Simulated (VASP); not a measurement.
Runs of VASP 6.6.1 on CdTe. Symmetry: F-43m, No. 216, cubic system. Conventional cell: a = 6.560 Å, b = 6.560 Å, c = 6.560 Å, α = 90.00°, β = 90.00°, γ = 90.00°. Cd (site symmetry -43m) has 4 Te at 2.84 Å within 3.7 Å. Within 3.7 Å of Te (site symmetry -43m) lie 4 Cd at 2.84 Å. 

```csv
level,potentials or basis,k mesh,grid for exact exchange (PRECFOCK),share of exact exchange,screening parameter,gap on the mesh (eV),pressure (GPa)
PBE,"VASP PAW PBE potentials, release 64 (Cd, Te)",6 × 6 × 6,-,-,-,(b),1.1
PBE,"VASP PAW PBE potentials, release 64 (Cd, Te)",4 × 4 × 4,-,-,-,0.65,1.3
LDA,"VASP PAW LDA potentials, release 64 (Cd, Te)",4 × 4 × 4,-,-,-,(a),-2.3
r2SCAN,"VASP PAW PBE potentials, release 64 (Cd, Te)",4 × 4 × 4,-,-,-,1.15,0.3
HSE06,"VASP PAW PBE potentials, release 64 (Cd, Te)",4 × 4 × 4,Normal,0.25,0.2079 1/Å,1.44,(c)
```

Alike in all rows: task single point; no spin polarisation; cell as given; cutoff (eV) 520; smearing gaussian 0.01 eV.

Problem. Estimate the missing entries.

Solution. (a) 0.42; (b) 0.66; (c) 0.2.

Caveats: spin-orbit coupling is left out, which moves the levels of the heavy elements; the PAW data sets were made with another functional, which shifts forces and pressure a little (at least some runs).

A k mesh can miss the band edges, and the runs leave out spin-orbit coupling on Cd, Te.
